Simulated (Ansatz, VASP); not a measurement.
# Two plane-wave programs on Zn

File INCAR:

```
SYSTEM = Zn
PREC = Accurate
ENCUT = 500
EDIFF = 1E-6
ISMEAR = 1
SIGMA = 0.05
LREAL = .FALSE.
LASPH = .TRUE.
NELM = 200
ALGO = Normal
ISIF = 2
LWAVE = .FALSE.
LCHARG = .TRUE.
ISPIN = 2
MAGMOM = 0
LORBIT = 11
GGA = PS
LELF = .TRUE.
LVHAR = .TRUE.
NBANDS = 16
GGA_COMPAT = .FALSE.
```

File KPOINTS:

```
regular mesh
0
G
  11 11 11
  0 0 0
```

The input POSCAR:

```
Zn
1.0
    0.0000000000      1.9647760000      1.9647760000
    1.9647760000      0.0000000000      1.9647760000
    1.9647760000      1.9647760000      0.0000000000
Zn
1
Direct
    0.0000000000      0.0000000000      0.0000000000
```

Input for Ansatz:

```yaml
crystal:
  lattice:
    bravais: fcc
    a: 3.929552
  space_group: 225
  atoms:
    - { symbol: Zn, position: [0.0, 0.0, 0.0] }
  reduce_to_primitive: true
basis:
  ecutwfc: 571.4391111657479
kpoints:
  mp_grid:
    grid: [11, 11, 11]
hamiltonian:
  xc: pbesol
  pseudopotentials:
    kind: paw
magnetization:
  spin_polarized: true
scf:
  occupations:
    method: methfessel_paxton
    width: 0.05
```

Alike in both runs: task single point; functional PBEsol; k mesh 11 × 11 × 11; occupations methfessel-paxton of order 1, width 0.05 eV; collinear spin.

|  | VASP | Ansatz |
| --- | --- | --- |
| version | VASP 6.6.1 | Ansatz 0.2.0 |
| potentials or method | VASP PAW PBE potentials, release 64 (Zn), cutoff 500 eV | plane waves, PAW |
| valence electrons in the cell | 12 | 12 |

```tsv
	VASP	Ansatz	Ansatz less VASP
net moment per atom (μB)	0.00	0.00	0.000
```

VASP's potentials were made for PBE, not for PBEsol. Ansatz's warnings: no starting moments, stability check not made.
